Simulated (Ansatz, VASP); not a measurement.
One calculation of TlBr, two programs

```
Tl Br
1.0
     3.88965    0.00000    0.00000
     0.00000    3.88965    0.00000
     0.00000    0.00000    3.88965
Tl Br
1 1
Direct
  0.00000 0.00000 0.00000
  0.50000 0.50000 0.50000
```

Change from the starting cell: volume scaled by 0.9405, PAW files.

Alike in both runs: task electric field gradients; functional PBE; k mesh 8 × 8 × 8; occupations fermi-dirac, width 0.03 eV; no spin polarisation.

```csv
,VASP,Ansatz
version,VASP 6.6.1,Ansatz 0.2.0
potentials or method,"VASP PAW PBE potentials, release 64 (Tl_d, Br)","PAW with Ansatz's default frozen-core files, scalar-relativistic"
plane-wave cutoff (eV),400,420
valence electrons in the cell,20,20
```

Ansatz gave:

```
gap on the k mesh at the Fermi level (eV) : 1.66
pressure (GPa)                            : 3.3
```

Question: What did VASP give for the same quantities?

Answer: gap on the k mesh at the Fermi level (eV): 1.66; pressure (GPa): 3.2.

Spin-orbit coupling is off throughout.
